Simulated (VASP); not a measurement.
# Rh in VASP: further runs

Rh is run at these levels: PBE; tasks: single point.

All numbers are computed with VASP 6.6.1; they aren't measurements. Logs are shortened: lines on timing, memory, paths and dates and some standing lists are left out, and cuts for length are marked.

### 1 The cell of the first run

The typed cell holds 1 atom: a = 2.550 Å, b = 2.611 Å, c = 2.586 Å, α = 61.49°, β = 58.86°, γ = 59.00°.

### 2 Single point, PBE (the cell strained at random)

File INCAR:

```
  PREC = Accurate
  ENCUT = 520
  EDIFF = 1E-6
  ISMEAR = 0
  SIGMA = 0.1
  LREAL = False
  LASPH = True
  NELM = 60
  ALGO = Fast
  ISIF = 2
  LWAVE = False
  LCHARG = False
  GGA = PE
  NBANDS = 14
```

File KPOINTS:

```
regular mesh
0
Gamma
  18 18 18
```

File POSCAR:

```
Rh
1.0
    0.0469907660      1.8005662090      1.8054626620
    1.8180643860     -0.0220150600      1.8744684880
    1.8029575000      1.8544651490     -0.0069081740
Rh
1
Direct
    0.0000000000      0.0000000000      0.0000000000
```

Potentials or basis: VASP PAW PBE potentials, release 64 (Rh_pv).

Command:

```
$ cat potpaw_PBE.64/Rh_pv/POTCAR > POTCAR
$ mpirun -np 1 vasp_std > vasp.out
```

OUTCAR:

```text
PREC = Accurate
   ENCUT = 520
   EDIFF = 1E-6
   ISMEAR = 0
   LREAL = False
   LASPH = True
   NELM = 60
   ISIF = 2
   GGA = PE

 ion  position               nearest neighbor table
   1  0.000  0.000  0.000-

  LATTYP: Found a triclinic cell.
 ALAT       =     4.3657948448
 B/A-ratio  =     0.5841508511
 C/A-ratio  =     0.6086523461
 COS(alpha) =     0.0027650963
 COS(beta)  =     0.3019652996
 COS(gamma) =     0.8619128305

  Lattice vectors:

 A1 = (   1.7089759680,  -1.7466672690,  -3.6178334980)
 A2 = (  -0.0469907660,  -1.8005662090,  -1.8054626620)
 A3 = (  -0.0151068860,   1.8764802090,  -1.8813766620)

Analysis of symmetry for initial positions (statically):
=====================================================================
 Subroutine PRICEL returns:
 Original cell was already a primitive cell.

 Routine SETGRP: Setting up the symmetry group for a
 triclinic supercell.

 Subroutine GETGRP returns: Found  2 space group operations
 (whereof  2 operations were pure point group operations)
 out of a pool of  2 trial point group operations.

The static configuration has the point symmetry S_2 .

Analysis of symmetry for dynamics (positions and initial velocities):
=====================================================================
 Subroutine PRICEL returns:
 Original cell was already a primitive cell.

 Routine SETGRP: Setting up the symmetry group for a
 triclinic supercell.

 Subroutine GETGRP returns: Found  2 space group operations
 (whereof  2 operations were pure point group operations)
 out of a pool of  2 trial point group operations.

The dynamic configuration has the point symmetry S_2 .

 Subroutine INISYM returns: Found  2 space group operations
 (whereof  2 operations are pure point group operations),
 and found     1 'primitive' translations

----------------------------------------------------------------------------------------

                                     Primitive cell

  volume of cell :      12.1033

  direct lattice vectors                    reciprocal lattice vectors
     0.046990766  1.800566209  1.805462662    -0.287193295  0.280266430  0.281843087
     1.818064386 -0.022015060  1.874468488     0.277660501 -0.268976159  0.261020021
     1.802957500  1.854465149 -0.006908174     0.282142404  0.263925267 -0.270552815

  length of vectors
     2.550282774  2.611412431  2.586454032     0.490372090  0.466449332  0.471656346

  position of ions in fractional coordinates (direct lattice)
     0.000000000  0.000000000  0.000000000

  ion indices of the primitive-cell ions
   primitive index   ion index
                 1           1

----------------------------------------------------------------------------------------

 KPOINTS: regular mesh

Automatic generation of k-mesh.
 Grid dimensions read from file:
 generate k-points for:   18   18   18

 Generating k-lattice:

  Cartesian coordinates                     Fractional coordinates (reciprocal lattice)
    -0.015955183  0.015570357  0.015657949     0.055555556  0.000000000  0.000000000
     0.015425583 -0.014943120  0.014501112     0.000000000  0.055555556 -0.000000000
     0.015674578  0.014662515 -0.015030712    -0.000000000  0.000000000  0.055555556

  Length of vectors
     0.027242894  0.025913852  0.026203130

  Shift w.r.t. Gamma in fractional coordinates (k-lattice)
     0.000000000  0.000000000  0.000000000

 Subroutine IBZKPT returns following result:
 ===========================================

 Found   2920 irreducible k-points:

 Following reciprocal coordinates:
            Coordinates               Weight
  0.000000  0.000000  0.000000      1.000000
  0.055556 -0.000000  0.000000      2.000000
  0.111111 -0.000000  0.000000      2.000000
  0.166667  0.000000  0.000000      2.000000
  0.222222  0.000000  0.000000      2.000000
  0.277778  0.000000 -0.000000      2.000000
[... 16 lines left out ...]
 -0.333333  0.055556 -0.000000      2.000000
 -0.277778  0.055556  0.000000      2.000000
 [... further k-points ...]
   k-points           NKPTS =   2920   k-points in BZ     NKDIM =   2920   number of bands    NBANDS=     14
   number of dos      NEDOS =    301   number of ions     NIONS =      1
   total plane-waves  NPLWV =   8000
   dimension x,y,z NGX =    20 NGY =   20 NGZ =   20
   dimension x,y,z NGXF=    40 NGYF=   40 NGZF=   40
   ions per type =               1
   NGX,Y,Z   is equivalent  to a cutoff of  13.04, 12.73, 12.86 a.u.
   NGXF,Y,Z  is equivalent  to a cutoff of  26.07, 25.46, 25.71 a.u.
 SYSTEM =  unknown system
   PREC   = accura    normal or accurate (medium, high low for compatibility)
   ISTART =      0    job   : 0-new  1-cont  2-samecut
   ICHARG =      2    charge: 1-file 2-atom 10-const
   ISPIN  =      1    spin polarized calculation?
   LNONCOLLINEAR =      F non collinear calculations
   LSORBIT =      F    spin-orbit coupling
   LASPH  =      T    aspherical Exc in radial PAW
   ENCUT  =  520.0 eV  38.22 Ry    6.18 a.u.   4.74  4.86  4.81*2*pi/ulx,y,z
   NELM   =     60;   NELMIN=  2; NELMDL= -5     # of ELM steps
   EDIFF  = 0.1E-05   stopping-criterion for ELM
   LREAL  =      F    real-space projection
   EDIFFG = 0.1E-04   stopping-criterion for IOM
   NSW    =      0    number of steps for IOM
   IBRION =     -1    ionic relax: 0-MD 1-quasi-New 2-CG
   NFREE  =      0    steps in history (QN), initial steepest desc. (CG)
   ISIF   =      2    stress and relaxation
   ISYM   =      2    0-nonsym 1-usesym 2-fastsym
   POTIM  = 0.5000    time-step for ionic-motion
   TEBEG  =    0.0;   TEEND  =   0.0 temperature during run
   PSTRESS=    0.0 pullay stress
   NELECT =      15.0000    total number of electrons
   NUPDOWN=      -1.0000    fix difference up-down
   EMIN   =  10.00;   EMAX   =-10.00  energy-range for DOS
   EFERMI =   0.00;   METHOD = LEGACY
   ISMEAR =     0;   SIGMA  =   0.10  broadening in eV -4-tet -1-fermi 0-gaus
   EFERMI_NEDOS =   21; number of points for ismear=-14 and -15
   IALGO  =     68    algorithm
   IMIX   =      4    mixing-type and parameters
     AMIX     =   0.40;   BMIX     =  1.00
     AMIX_MAG =   1.60;   BMIX_MAG =  1.00
  volume/ion in A,a.u.               =      12.10        81.68
  Fermi-wavevector in a.u.,A,eV,Ry     =   1.758480  3.323045 42.072637  3.092252
  Thomas-Fermi vector in A             =   2.827630
   LORBIT       =      0    0 simple, 1 ext, 2 COOP (PROOUT), +10 PAW based schemes
   GGA     = PE    functional components
   LHFCALC =     F    Hartree Fock is set to
   AEXX    =    0.0000 exact exchange contribution
   IVDW    =     0    specifies the selected vdW correction
   LEPSILON=     F    determine dielectric tensor
   LRPA    =     F    only Hartree local field effects (RPA)
 non-spin polarized calculation
 RMM-DIIS sequential band-by-band and
 Gauss-broadening in eV      SIGMA  =   0.10
  energy-cutoff  :      520.00
  volume of cell :       12.10
 maximum number of plane-waves:       335
   NGX =  9   NGY =  9   NGZ =  9

 number of electron      14.9999997 magnetization

 Free energy of the ion-electron system (eV)
  ---------------------------------------------------
  ext. energy  EPLUGINS =         0.00000000
  ---------------------------------------------------
  free energy    TOTEN  =        -6.92276722 eV

  energy without entropy =       -6.91762170  energy(sigma->0) =       -6.92019446

 E-fermi :  14.4042     XC(G=0): -14.8683

 val. band max:       14.4030488903   @ k =   0.4444   0.3333   0.3889
 cond. band min:      14.4041694934   @ k =   0.2778  -0.0556   0.0556
 fundamental gap:      0.0011206031
 Fermi energy:        14.4041633265

 k-point     1 :       0.0000    0.0000    0.0000
  band No.  band energies     occupation
      1     -32.2159      2.00000
      2     -32.2049      2.00000
      3     -32.1739      2.00000
      4       5.4900      2.00000
      5      10.2018      2.00000
      6      10.5554      2.00000
      7      11.1449      2.00000
      8      13.0110      2.00000
      9      13.4771      2.00000
     10      30.2193      0.00000
     11      34.5658      0.00000
     12      35.4010      0.00000
     13      36.3620      0.00000
     14      37.6977      0.00000

 k-point     2 :       0.0556   -0.0000    0.0000
  band No.  band energies     occupation
      1     -32.2236      2.00000
      2     -32.2221      2.00000
      3     -32.2007      2.00000
      4       5.6423      2.00000
      5      10.2812      2.00000
      6      10.6293      2.00000
      7      11.0604      2.00000
      8      12.9544      2.00000
      9      13.4116      2.00000
     10      30.4820      0.00000
     11      34.5656      0.00000
     12      35.6433      0.00000
     13      36.3191      0.00000
     14      37.0446      0.00000

 k-point     3 :       0.1111   -0.0000    0.0000
  band No.  band energies     occupation
      1     -32.3318      2.00000
      2     -32.2409      2.00000
      3     -32.2216      2.00000
      4       6.0752      2.00000
      5      10.4949      2.00000
      6      10.7303      2.00000
      7      10.9549      2.00000
      8      12.8197      2.00000
      9      13.2445      2.00000
     10      31.1871      0.00000
     11      34.5605      0.00000
     12      34.8982      0.00000
     13      36.3459      0.00000
     14      37.4420      0.00000
[... 324 lines left out ...]
 k-point    23 :      -0.3333    0.0556   -0.0000
  band No.  band energies     occupation
      1     -33.1783      2.00000
      2     -32.4175      2.00000
      3     -32.3370      2.00000
      4       7.5151      2.00000
      5      10.4381      2.00000
      6      11.0968      2.00000
      7      12.4612      2.00000
      8      13.9542      2.00000
      9      15.0225      0.00000
     10      28.0782      0.00000
     11      31.3334      0.00000
     12      34.5688      0.00000
     13      37.0399      0.00000
     14      39.7892      0.00000

 k-point    24 :      -0.2778    0.0556    0.0000
  band No.  band energies     occupation
      1     -32.9934      2.00000
      2     -32.3870      2.00000
      3     -32.3058      2.00000
      4       7.6547      2.00000
      5      10.6468      2.00000
      6      11.2942      2.00000
      7      11.3723      2.00000
      8      13.2724      2.00000
      9      14.2333      1.98434
     10      29.4739      0.00000
     11      32.6154      0.00000
     12      34.5689      0.00000
     13      38.1677      0.00000
     14      40.6856      0.00000

 [... further k-points ...]
[... 5 lines left out ...]
  --------------------------------------------------------------------------------------
  -------------------------------------------------------------------------------------
  Total        4.8099076      4.1132165      4.0905537     -0.4451150      0.8818129     -0.8505108
  in kB      636.7131069    544.4883925    541.4884002    -58.9222398    116.7302754   -112.5866493
  external PRESSURE =     574.2299665 kB  Pullay stress =       0.0000000 kB

 VOLUME and BASIS-vectors are now :
 -----------------------------------------------------------------------------
  energy-cutoff  :      520.00
  volume of cell :       12.10
      direct lattice vectors                 reciprocal lattice vectors
     0.046990766  1.800566209  1.805462662    -0.287193295  0.280266430  0.281843087
     1.818064386 -0.022015060  1.874468488     0.277660501 -0.268976159  0.261020021
     1.802957500  1.854465149 -0.006908174     0.282142404  0.263925267 -0.270552815

 POSITION                                       TOTAL-FORCE (eV/Angst)
 -----------------------------------------------------------------------------------
      0.00000      0.00000      0.00000        -0.000000      0.000000     -0.000000
 -----------------------------------------------------------------------------------
    total drift:                                0.000000      0.000000      0.000000

  FREE ENERGIE OF THE ION-ELECTRON SYSTEM (eV)
  ---------------------------------------------------
  free  energy   TOTEN  =        -6.9227672247 eV

  energy  without entropy=       -6.9176216976  energy(sigma->0) =       -6.92019446
```

Run time: 4.9 min. Hardware: 1 thread of Intel Xeon Platinum 8488C (Sapphire Rapids), shared host; peak memory 0.52 GiB.

What came out:

| Property | Result |
| --- | --- |
| Free energy | -6.9228 eV |
| Pressure | 57.4 GPa |
| Band gap on the k mesh | zero (an odd number of electrons rules out a gap without spin polarisation) |

Levels at points of the mesh, in eV from the Fermi level:
| k point | band 4 | band 5 | band 6 | band 7 | band 8 | band 9 | band 10 | band 11 |
| --- | --- | --- | --- | --- | --- | --- | --- | --- |
| (0.00, 0.00, 0.00) | -8.91 | -4.20 | -3.85 | -3.26 | -1.39 | -0.93 | 15.82 | 20.16 |
| (0.50, 0.00, 0.00) | -7.30 | -4.27 | -3.67 | 0.80 | 0.94 | 1.20 | 10.85 | 14.97 |
| (0.00, 0.50, 0.00) | -7.25 | -4.08 | -3.51 | 0.31 | 0.37 | 0.88 | 9.64 | 15.64 |
| (0.50, 0.50, 0.00) | -7.62 | -7.18 | 0.58 | 1.12 | 1.41 | 3.25 | 13.71 | 13.90 |
| (0.00, 0.00, 0.50) | -7.26 | -4.15 | -3.48 | 0.34 | 0.50 | 0.96 | 9.92 | 15.52 |
| (0.50, 0.00, 0.50) | -7.63 | -7.19 | 0.60 | 1.13 | 1.40 | 3.30 | 13.56 | 13.78 |
| (0.00, 0.50, 0.50) | -7.65 | -7.24 | 0.62 | 1.22 | 1.35 | 3.97 | 12.94 | 14.55 |
| (0.50, 0.50, 0.50) | -7.27 | -4.48 | -3.19 | 0.56 | 0.57 | 0.85 | 9.99 | 15.44 |

Caveat: the cell differs from its parent crystal (the cell strained at random); the cell stands under pressure.

### 3 Single point, PBE (the cell strained at random)

File INCAR:

```
ALGO = Fast ; EDIFF = 1E-6
ENCUT = 520 ; GGA = PE
ISIF = 2 ; ISMEAR = 0
LASPH = True ; LCHARG = False
LREAL = False ; LWAVE = False
NBANDS = 14 ; NELM = 60
PREC = Accurate ; SIGMA = 0.1
```

File KPOINTS:

```
k-points
0
Gamma
  18 18 18
```

File POSCAR:

```
Rh
1.0
   -0.0167200585      1.8291857870      1.8102262655
    1.8652639155     -0.0053519370      1.7988581440
    1.8736334340      1.8261871840     -0.0137214555
Rh
1
Direct
    0.0000000000      0.0000000000      0.0000000000
```

Potentials or basis: VASP PAW PBE potentials, release 64 (Rh_pv).

Command:

```
$ cat potpaw_PBE.64/Rh_pv/POTCAR > POTCAR
$ mpirun -np 1 vasp_std > vasp.out
```

It took 5.1 min on 1 thread of Intel Xeon Platinum 8488C (Sapphire Rapids), shared host; peak memory 0.54 GiB.

Results (log left out):

```
Free energy            : -7.0630 eV
Pressure               : 42.5 GPa
Band gap on the k mesh : zero (an odd number of electrons rules out a gap without spin polarisation)
```

Stress tensor (GPa, compression positive):
```
35.48  1.18  3.77
 1.18 44.32  0.41
 3.77  0.41 47.71
```

Levels at points of the mesh, in eV from the Fermi level:
| k point | band 4 | band 5 | band 6 | band 7 | band 8 | band 9 | band 10 | band 11 |
| --- | --- | --- | --- | --- | --- | --- | --- | --- |
| (0.00, 0.00, 0.00) | -8.71 | -3.87 | -3.53 | -3.38 | -1.41 | -0.91 | 15.88 | 20.23 |
| (0.50, 0.00, 0.00) | -7.00 | -3.85 | -3.51 | 0.53 | 0.55 | 0.78 | 9.61 | 15.48 |
| (0.00, 0.50, 0.00) | -7.00 | -3.94 | -3.47 | 0.57 | 0.69 | 0.80 | 9.80 | 15.37 |
| (0.50, 0.50, 0.00) | -7.34 | -6.92 | 0.61 | 1.05 | 1.33 | 3.78 | 13.43 | 13.84 |
| (0.00, 0.00, 0.50) | -7.00 | -3.92 | -3.45 | 0.56 | 0.58 | 0.77 | 9.65 | 15.45 |
| (0.50, 0.00, 0.50) | -7.33 | -6.90 | 0.62 | 0.97 | 1.38 | 3.54 | 13.46 | 13.76 |
| (0.00, 0.50, 0.50) | -7.31 | -6.89 | 0.67 | 1.10 | 1.21 | 2.95 | 13.01 | 14.22 |
| (0.50, 0.50, 0.50) | -7.01 | -3.96 | -3.47 | 0.61 | 0.75 | 0.80 | 9.89 | 15.32 |

Caveat: the cell differs from its parent crystal (the cell strained at random); the cell stands under pressure.

### 4 Single point, PBE

This run uses another cell than the first one: it holds 2 atoms, not 1.

File INCAR:

```
SYSTEM = Rh
PREC = Accurate ; ENCUT = 520
EDIFF = 1E-7 ; ISMEAR = 0
SIGMA = 0.1 ; LREAL = .FALSE.
LASPH = .TRUE. ; NELM = 60
ALGO = Normal ; ISIF = 2
LWAVE = .FALSE. ; LCHARG = .FALSE.
GGA = PE ; NBANDS = 22
```

File KPOINTS:

```
regular mesh
0
G
  12 12 12
  0 0 0
```

File POSCAR:

```
Rh
1.0
    2.7082034566      0.0000000000      0.0000000000
    0.0000000000      2.7082034566      0.0000000000
    0.0000000000      0.0000000000      3.8299780579
Rh
2
Direct
    0.0000000000      0.0000000000      0.0000000000
    0.5000000000      0.5000000000      0.5000000000
```

Command:

```
$ cat potpaw_PBE.64/Rh_pv/POTCAR > POTCAR
$ mpirun -np 1 vasp_std > vasp.out
```

Run time: 36 s. Hardware: 1 thread of Intel Xeon 6975P-C (Granite Rapids), shared host; peak memory 0.2 GiB.

Results (log left out):

```
Free energy            : -14.5261 eV
Pressure               : -0.1 GPa
Band gap on the k mesh : zero (bands 15 and 16 overlap by 2.36 eV)
```

Levels at points of the mesh, in eV from the Fermi level:
| k point | band 12 | band 13 | band 14 | band 15 | band 16 | band 17 | band 18 | band 19 |
| --- | --- | --- | --- | --- | --- | --- | --- | --- |
| (0.00, 0.00, 0.00) | -2.99 | -0.97 | -0.97 | 0.50 | 0.93 | 0.93 | 3.23 | 12.00 |
| (0.50, 0.00, 0.00) | -3.36 | -1.84 | -1.84 | -1.07 | -1.07 | 2.97 | 2.97 | 13.13 |
| (0.50, 0.50, 0.00) | 0.50 | 0.93 | 0.93 | 0.94 | 0.94 | 3.23 | 3.23 | 12.00 |
| (0.00, 0.00, 0.50) | -1.87 | -1.42 | -1.42 | -1.42 | -1.42 | -0.27 | -0.27 | 18.23 |
| (0.50, 0.00, 0.50) | -3.06 | 0.53 | 0.53 | 0.53 | 0.53 | 0.75 | 0.75 | 8.41 |
| (0.50, 0.50, 0.50) | -3.69 | -1.17 | -1.17 | 0.94 | 0.94 | 9.46 | 9.46 | 9.46 |

### 5 The runs side by side

| cell | k mesh | gap on the mesh (eV) | pressure (GPa) |
| --- | --- | --- | --- |
| a = 2.550, b = 2.611, c = 2.586 Å, angles 61.5, 58.9, 59.0°, 1 atom, atomic positions A | 18 × 18 × 18 | none | 57.4 |
| a = 2.574, b = 2.591, c = 2.616 Å, angles 59.3, 60.8, 61.2°, 1 atom, atomic positions A | 18 × 18 × 18 | none | 42.5 |
| a = 2.708, b = 2.708, c = 3.830 Å, 2 atoms, atomic positions B | 12 × 12 × 12 | none | -0.1 |

Alike in all rows: task single point; level PBE; potentials or basis VASP PAW PBE potentials, release 64 (Rh_pv); no spin polarisation; cutoff (eV) 520; smearing gaussian 0.1 eV.

Caveats: the cell stands under pressure (at least some runs).

Absolute energies hang on the potentials; compare differences alone.
